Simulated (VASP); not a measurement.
# C (R-3m) in VASP: notebook

The runs below take C through single point, with LDA.

Everything below comes from runs of VASP 6.6.1. Logs are shortened: lines on timing, memory, paths and dates and some standing lists are left out, and cuts for length are marked.

**1. The cell of the first run**

Symmetry: R-3m, No. 166, trigonal system. Conventional cell: a = 2.579 Å, b = 2.579 Å, c = 10.041 Å, α = 90.00°, β = 90.00°, γ = 120.00°. C (site symmetry 3m) has 3 C at 1.49 Å within 2.0 Å.

**2. Single point, LDA (strain +0.050 along x and y, +0.000 along z)**

The input, INCAR:

```
SYSTEM = C
  PREC = Accurate
  ENCUT = 520
  EDIFF = 1E-7
  ISMEAR = 0
  SIGMA = 0.05
  LREAL = .False.
  LASPH = .True.
  NELM = 60
  ALGO = Normal
  ISIF = 2
  LWAVE = .False.
  LCHARG = .False.
  GGA = CA
  NBANDS = 11
```

The input, KPOINTS:

```
Automatic mesh
0
Gamma
  12 12 12
  0 0 0
```

The input, POSCAR:

```
C
1.0
    1.2894276638      0.7444514088      3.3470108394
   -1.2894276638      0.7444514088      3.3470108394
    0.0000000000     -1.4889028176      3.3470108394
C
2
Direct
    0.1640000000      0.1640000000      0.1640000000
    0.8360000000      0.8360000000      0.8360000000
```

Potentials or basis: VASP PAW LDA potentials, release 64 (C).

Run with:

```
cat potpaw_LDA.64/C/POTCAR > POTCAR
mpirun -np 1 vasp_std > vasp.out
```

OUTCAR:

```text
SYSTEM = C
   PREC = Accurate
   ENCUT = 520
   EDIFF = 1E-7
   ISMEAR = 0
   LREAL = .False.
   LASPH = .True.
   NELM = 60
   ISIF = 2
   GGA = CA

 ion  position               nearest neighbor table
   1  0.164  0.164  0.164-   2 1.49   2 1.49   2 1.49
   2  0.836  0.836  0.836-   1 1.49   1 1.49   1 1.49

  LATTYP: Found a trigonal (rhomboedric) cell.
 ALAT       =     3.6632380702
 COS(alpha) =     0.7522043520

  Lattice vectors:

 A1 = (   1.2894276638,   0.7444514088,   3.3470108394)
 A2 = (  -1.2894276638,   0.7444514088,   3.3470108394)
 A3 = (   0.0000000000,  -1.4889028176,   3.3470108394)

Analysis of symmetry for initial positions (statically):
=====================================================================
 Subroutine PRICEL returns:
 Original cell was already a primitive cell.

 Routine SETGRP: Setting up the symmetry group for a
 trigonal (rhombohedral) supercell.

 Subroutine GETGRP returns: Found 12 space group operations
 (whereof 12 operations were pure point group operations)
 out of a pool of 12 trial point group operations.

The static configuration has the point symmetry D_3d.

Analysis of symmetry for dynamics (positions and initial velocities):
=====================================================================
 Subroutine PRICEL returns:
 Original cell was already a primitive cell.

 Routine SETGRP: Setting up the symmetry group for a
 trigonal (rhombohedral) supercell.

 Subroutine GETGRP returns: Found 12 space group operations
 (whereof 12 operations were pure point group operations)
 out of a pool of 12 trial point group operations.

The dynamic configuration has the point symmetry D_3d.

 Subroutine INISYM returns: Found 12 space group operations
 (whereof 12 operations are pure point group operations),
 and found     1 'primitive' translations

----------------------------------------------------------------------------------------

                                     Primitive cell

  volume of cell :      19.2771

  direct lattice vectors                    reciprocal lattice vectors
     1.289427664  0.744451409  3.347010839     0.387768941  0.223878503  0.099591352
    -1.289427664  0.744451409  3.347010839    -0.387768941  0.223878503  0.099591352
     0.000000000 -1.488902818  3.347010839     0.000000000 -0.447757005  0.099591352

  length of vectors
     3.663238070  3.663238070  3.663238070     0.458699000  0.458699000  0.458699000

  position of ions in fractional coordinates (direct lattice)
     0.164000000  0.164000000  0.164000000
     0.836000000  0.836000000  0.836000000

  ion indices of the primitive-cell ions
   primitive index   ion index
                 1           1
                 2           2

----------------------------------------------------------------------------------------

 KPOINTS: Automatic mesh

Automatic generation of k-mesh.
 Grid dimensions read from file:
 generate k-points for:   12   12   12

 Generating k-lattice:

  Cartesian coordinates                     Fractional coordinates (reciprocal lattice)
     0.032314078  0.018656542  0.008299279     0.083333333  0.000000000 -0.000000000
    -0.032314078  0.018656542  0.008299279     0.000000000  0.083333333 -0.000000000
     0.000000000 -0.037313084  0.008299279    -0.000000000 -0.000000000  0.083333333

  Length of vectors
     0.038224917  0.038224917  0.038224917

  Shift w.r.t. Gamma in fractional coordinates (k-lattice)
     0.000000000  0.000000000  0.000000000

 Subroutine IBZKPT returns following result:
 ===========================================

 Found    189 irreducible k-points:

 Following reciprocal coordinates:
            Coordinates               Weight
  0.000000  0.000000  0.000000      1.000000
  0.083333  0.000000  0.000000      6.000000
  0.166667 -0.000000  0.000000      6.000000
  0.250000  0.000000  0.000000      6.000000
  0.333333 -0.000000  0.000000      6.000000
  0.416667 -0.000000  0.000000      6.000000
[... 16 lines left out ...]
  0.500000  0.166667  0.000000     12.000000
 -0.416667  0.166667  0.000000     12.000000
 [... further k-points ...]
   k-points           NKPTS =    189   k-points in BZ     NKDIM =    189   number of bands    NBANDS=     11
   number of dos      NEDOS =    301   number of ions     NIONS =      2
   total plane-waves  NPLWV =  21952
   dimension x,y,z NGX =    28 NGY =   28 NGZ =   28
   dimension x,y,z NGXF=    56 NGYF=   56 NGZF=   56
   ions per type =               2
   NGX,Y,Z   is equivalent  to a cutoff of  12.71, 12.71, 12.71 a.u.
   NGXF,Y,Z  is equivalent  to a cutoff of  25.41, 25.41, 25.41 a.u.
 SYSTEM =  C
   PREC   = accura    normal or accurate (medium, high low for compatibility)
   ISTART =      0    job   : 0-new  1-cont  2-samecut
   ICHARG =      2    charge: 1-file 2-atom 10-const
   ISPIN  =      1    spin polarized calculation?
   LNONCOLLINEAR =      F non collinear calculations
   LSORBIT =      F    spin-orbit coupling
[... 55 lines left out ...]
 fundamental gap:      0.8123316337
 Fermi energy:         3.5785741081

 k-point     1 :       0.0000    0.0000    0.0000
  band No.  band energies     occupation
      1     -14.6141      2.00000
      2      -1.8025      2.00000
      3       0.7886      2.00000
      4       0.7886      2.00000
      5       8.1311      0.00000
      6      11.2456      0.00000
      7      11.2456      0.00000
      8      13.5362      0.00000
      9      13.8029      0.00000
     10      24.5256      0.00000
     11      28.3481      0.00000

 k-point     2 :       0.0833    0.0000    0.0000
  band No.  band energies     occupation
      1     -14.4594      2.00000
      2      -1.6577      2.00000
      3       0.1826      2.00000
      4       0.4981      2.00000
      5       8.3454      0.00000
      6      11.2836      0.00000
      7      11.8444      0.00000
      8      13.0836      0.00000
      9      14.1340      0.00000
     10      24.9717      0.00000
     11      26.7152      0.00000

 k-point     3 :       0.1667   -0.0000    0.0000
  band No.  band energies     occupation
      1     -13.9975      2.00000
      2      -1.3648      2.00000
      3      -1.1971      2.00000
      4      -0.1879      2.00000
      5       8.9566      0.00000
      6      11.1226      0.00000
      7      11.9198      0.00000
      8      13.4327      0.00000
      9      15.1883      0.00000
     10      24.0764      0.00000
     11      26.0658      0.00000

 k-point     4 :       0.2500    0.0000    0.0000
  band No.  band energies     occupation
      1     -13.2355      2.00000
      2      -3.2835      2.00000
      3      -0.9561      2.00000
      4      -0.5093      2.00000
      5       9.4221      0.00000
      6      10.7080      0.00000
      7      10.9138      0.00000
      8      15.6164      0.00000
      9      16.6276      0.00000
     10      22.0099      0.00000
     11      24.4747      0.00000

 k-point     5 :       0.3333   -0.0000    0.0000
  band No.  band energies     occupation
      1     -12.1888      2.00000
      2      -5.3199      2.00000
      3      -1.6004      2.00000
      4       0.4447      2.00000
      5       7.9873      0.00000
      6      10.5196      0.00000
      7      11.8066      0.00000
      8      17.6075      0.00000
      9      17.9895      0.00000
     10      20.9305      0.00000
     11      23.4007      0.00000
[... 211 lines left out ...]
 k-point    21 :       0.3333    0.1667    0.0000
  band No.  band energies     occupation
      1     -12.7361      2.00000
      2      -3.6269      2.00000
      3      -2.1776      2.00000
      4      -0.4567      2.00000
      5       9.1099      0.00000
      6      11.5914      0.00000
      7      12.7486      0.00000
      8      13.6012      0.00000
      9      18.5438      0.00000
     10      20.1912      0.00000
     11      25.3721      0.00000

 k-point    22 :       0.4167    0.1667    0.0000
  band No.  band energies     occupation
      1     -11.6958      2.00000
      2      -5.2552      2.00000
      3      -3.1093      2.00000
      4       0.4753      2.00000
      5       7.6368      0.00000
      6      12.7742      0.00000
      7      13.0478      0.00000
      8      14.8773      0.00000
      9      18.1080      0.00000
     10      20.9729      0.00000
     11      23.5451      0.00000

 k-point    23 :       0.5000    0.1667    0.0000
  band No.  band energies     occupation
      1     -10.4256      2.00000
      2      -7.0119      2.00000
      3      -3.6351      2.00000
      4       1.6115      2.00000
      5       6.1689      0.00000
      6      12.6313      0.00000
      7      14.1574      0.00000
      8      15.9715      0.00000
      9      17.8575      0.00000
     10      20.7511      0.00000
     11      23.6235      0.00000

 k-point    24 :      -0.4167    0.1667    0.0000
  band No.  band energies     occupation
      1      -9.4110      2.00000
      2      -8.2107      2.00000
      3      -3.8080      2.00000
      4       2.5595      2.00000
      5       5.1668      0.00000
      6      12.5350      0.00000
      7      14.6051      0.00000
      8      15.4717      0.00000
      9      18.2202      0.00000
     10      21.0018      0.00000
     11      24.0714      0.00000

 [... further k-points ...]
[... 5 lines left out ...]
  --------------------------------------------------------------------------------------
  -------------------------------------------------------------------------------------
  Total       -6.4545142     -6.4545142     -0.0910329      0.0000000      0.0000000      0.0000000
  in kB     -536.4539315   -536.4539315     -7.5660195      0.0000000      0.0000000      0.0000000
  external PRESSURE =    -360.1579608 kB  Pullay stress =       0.0000000 kB

 VOLUME and BASIS-vectors are now :
 -----------------------------------------------------------------------------
  energy-cutoff  :      520.00
  volume of cell :       19.28
      direct lattice vectors                 reciprocal lattice vectors
     1.289427664  0.744451409  3.347010839     0.387768941  0.223878503  0.099591352
    -1.289427664  0.744451409  3.347010839    -0.387768941  0.223878503  0.099591352
     0.000000000 -1.488902818  3.347010839     0.000000000 -0.447757005  0.099591352

 POSITION                                       TOTAL-FORCE (eV/Angst)
 -----------------------------------------------------------------------------------
      0.00000      0.00000      1.64673         0.000000     -0.000000      0.865264
      0.00000      0.00000      8.39430         0.000000      0.000000     -0.865264
 -----------------------------------------------------------------------------------
    total drift:                                0.000000     -0.000000      0.000000

  FREE ENERGIE OF THE ION-ELECTRON SYSTEM (eV)
  ---------------------------------------------------
  free  energy   TOTEN  =       -19.8503263347 eV

  energy  without entropy=      -19.8503263347  energy(sigma->0) =      -19.85032633
```

It took 29 s on 1 thread of AMD EPYC 9R45 (Zen 5), shared host; peak memory 0.12 GiB.

Results:

```
Free energy            : -19.8503 eV
Pressure               : -36.0 GPa
Largest force          : 0.865 eV/Å
Band gap on the k mesh : 0.81 eV, direct
```

Forces in eV/Å, atoms in the order of the input:
```
C    0.000  0.000  0.865
C    0.000  0.000 -0.865
```

Caveat: the cell differs from its parent crystal (strain +0.050 along x and y, +0.000 along z). A k mesh can miss the band edges.

**3. Single point, LDA (strain +0.025 along x and y, +0.050 along z)**

The input, INCAR:

```
PREC     = Accurate       # precision mode
ENCUT    = 520            # plane-wave cutoff, eV
EDIFF    = 1E-6           # SCF threshold, eV
ISMEAR   = 0              # smearing method
SIGMA    = 0.05           # smearing width, eV
LREAL    = F              # projectors in reciprocal space
LASPH    = T              # aspherical terms in the spheres
NELM     = 100            # most SCF steps
ALGO     = Normal         # electronic algorithm
ISIF     = 2              # what is computed and relaxed
LWAVE    = F              # write WAVECAR
LCHARG   = T              # write CHGCAR
LELF     = T              # ELF
LVHAR    = T            
NBANDS   = 11             # bands
```

The input, KPOINTS:

```
Automatic mesh
0
Gamma
  12 12 12
```

The input, POSCAR:

```
C
1.0
    1.2587270051      0.7267263753      3.5143613814
   -1.2587270051      0.7267263753      3.5143613814
    0.0000000000     -1.4534527505      3.5143613814
C
2
Direct
    0.1640000000      0.1640000000      0.1640000000
    0.8360000000      0.8360000000      0.8360000000
```

Potentials or basis: VASP PAW LDA potentials, release 64 (C).

Run with:

```
cat potpaw_LDA.64/C/POTCAR > POTCAR
mpirun -np 1 vasp_std > vasp.out
```

It took 30 s on 1 thread of AMD EPYC 9R45 (Zen 5), shared host; peak memory 0.12 GiB.

The run converged. Its results:

```yaml
Free_energy: -20.0875 eV
Pressure: -21.0 GPa
Largest_force: 0.952 eV/Å
Band_gap_on_the_k_mesh: 0.61 eV, direct
```

Forces in eV/Å, atoms in the order of the input:
```
C    0.000  0.000  0.952
C    0.000  0.000 -0.952
```

Stress tensor (GPa, compression positive):
```
-30.54   0.00   0.00
  0.00 -30.54   0.00
  0.00   0.00  -1.81
```

Levels at points of the mesh, in eV from the valence-band top:
```csv
k point,band 2,band 3,band 4,band 5,band 6,band 7
"(0.00, 0.00, 0.00)",-6.02,-2.69,-2.69,4.00,8.20,8.20
"(0.50, 0.00, 0.00)",-12.44,-5.85,-1.58,2.06,7.33,11.75
"(0.50, 0.50, 0.00)",-12.38,-5.89,-2.25,1.65,7.03,12.26
"(0.50, 0.50, 0.50)",-7.69,-2.70,-2.70,8.18,8.18,9.58
```

Caveat: the cell differs from its parent crystal (strain +0.025 along x and y, +0.050 along z). A k mesh can miss the band edges.

**4. Single point, LDA (strain +0.050 along x and y, +0.025 along z)**

The input, INCAR:

```
ALGO = Normal
EDIFF = 1E-6
ENCUT = 520
ISIF = 2
ISMEAR = 0
LASPH = T
LCHARG = F
LREAL = F
LWAVE = F
NBANDS = 11
NELM = 60
PREC = Accurate
SIGMA = 0.05
```

The input, KPOINTS:

```
k-points
0
Gamma
  12 12 12
```

The input, POSCAR:

```
C
1.0
    1.2894276638      0.7444514088      3.4306861104
   -1.2894276638      0.7444514088      3.4306861104
    0.0000000000     -1.4889028176      3.4306861104
C
2
Direct
    0.1640000000      0.1640000000      0.1640000000
    0.8360000000      0.8360000000      0.8360000000
```

Run with:

```
cat potpaw_LDA.64/C/POTCAR > POTCAR
mpirun -np 1 vasp_std > vasp.out
```

Wall time 29 s (1 thread of AMD EPYC 9R45 (Zen 5), shared host); peak memory 0.12 GiB.

It converged, with:

* Free energy: -19.8475 eV
* Pressure: -35.3 GPa
* Largest force: 0.899 eV/Å
* Band gap on the k mesh: 0.71 eV, direct

Forces in eV/Å, atoms in the order of the input:
```
C    0.000  0.000  0.899
C    0.000  0.000 -0.899
```

Stress tensor (GPa, compression positive):
```
-52.30   0.00   0.00
  0.00 -52.30   0.00
  0.00   0.00  -1.31
```

Levels at points of the mesh, in eV from the valence-band top:
| k point | band 2 | band 3 | band 4 | band 5 | band 6 | band 7 |
| --- | --- | --- | --- | --- | --- | --- |
| (0.00, 0.00, 0.00) | -5.36 | -2.63 | -2.63 | 4.50 | 7.82 | 7.82 |
| (0.50, 0.00, 0.00) | -11.96 | -5.59 | -1.33 | 2.08 | 6.74 | 11.73 |
| (0.50, 0.50, 0.00) | -11.88 | -5.64 | -2.12 | 1.66 | 6.38 | 12.23 |
| (0.50, 0.50, 0.50) | -7.30 | -2.65 | -2.65 | 7.78 | 7.78 | 10.13 |

Caveat: the cell differs from its parent crystal (strain +0.050 along x and y, +0.025 along z).

**5. Single point, LDA (strain +0.050 along x and y, +0.050 along z)**

The input, INCAR:

```
ALGO     = Normal         # electronic algorithm
EDIFF    = 1E-7           # SCF threshold, eV
ENCUT    = 520            # plane-wave cutoff, eV
ISIF     = 2              # what is computed and relaxed
ISMEAR   = 0              # smearing method
LASPH    = True           # aspherical terms in the spheres
LCHARG   = True           # write CHGCAR
LELF     = True           # ELF
LREAL    = False          # projectors in reciprocal space
LVHAR    = True         
LWAVE    = False          # write WAVECAR
NBANDS   = 11             # bands
NELM     = 80             # most SCF steps
PREC     = Accurate       # precision mode
SIGMA    = 0.05           # smearing width, eV
```

KPOINTS is that of step 4.

The input, POSCAR:

```
C
1.0
    1.2894276638      0.7444514088      3.5143613814
   -1.2894276638      0.7444514088      3.5143613814
    0.0000000000     -1.4889028176      3.5143613814
C
2
Direct
    0.1640000000      0.1640000000      0.1640000000
    0.8360000000      0.8360000000      0.8360000000
```

Run with:

```
cat potpaw_LDA.64/C/POTCAR > POTCAR
mpirun -np 1 vasp_std > vasp.out
```

Run time: 33 s. Hardware: 1 thread of AMD EPYC 9R45 (Zen 5), shared host; peak memory 0.12 GiB.

Results (log left out):

```yaml
Free_energy: -19.8432 eV
Pressure: -34.6 GPa
Largest_force: 0.931 eV/Å
Band_gap_on_the_k_mesh: 0.62 eV, direct
```

Forces on the atoms (eV/Å):
```
C    0.000  0.000  0.931
C    0.000  0.000 -0.931
```

Stress tensor (GPa, compression positive):
```
-51.03   0.00   0.00
  0.00 -51.03   0.00
  0.00   0.00  -1.67
```

Levels at points of the mesh, in eV from the valence-band top:
| k point | band 1 | band 2 | band 3 | band 4 | band 5 | band 6 | band 7 | band 8 |
| --- | --- | --- | --- | --- | --- | --- | --- | --- |
| (0.00, 0.00, 0.00) | -18.03 | -5.53 | -2.68 | -2.68 | 4.27 | 7.77 | 7.77 | 10.10 |
| (0.50, 0.00, 0.00) | -13.26 | -12.00 | -5.64 | -1.43 | 2.02 | 6.66 | 11.56 | 11.69 |
| (0.50, 0.50, 0.00) | -13.17 | -11.93 | -5.69 | -2.12 | 1.63 | 6.37 | 12.02 | 14.31 |
| (0.50, 0.50, 0.50) | -17.79 | -7.25 | -2.70 | -2.70 | 7.74 | 7.74 | 9.77 | 10.12 |

Caveat: the cell differs from its parent crystal (strain +0.050 along x and y, +0.050 along z). A k mesh can miss the band edges.

**6. Overview**

| cell | gap on the mesh (eV) | pressure (GPa) | largest force (eV/Å) |
| --- | --- | --- | --- |
| a = 3.663 Å, angles 41.2°, 2 atoms | 0.81 | -36.0 | 0.87 |
| a = 3.803 Å, angles 38.7°, 2 atoms | 0.61 | -21.0 | 0.95 |
| a = 3.740 Å, angles 40.3°, 2 atoms | 0.71 | -35.3 | 0.90 |
| a = 3.817 Å, angles 39.5°, 2 atoms | 0.62 | -34.6 | 0.93 |

Alike in all rows: task single point; level LDA; potentials or basis VASP PAW LDA potentials, release 64 (C); no spin polarisation; k mesh 12 × 12 × 12; cutoff (eV) 520; smearing gaussian 0.05 eV.

Total energies depend on the potentials used, so only differences within one code and one set of settings carry meaning.
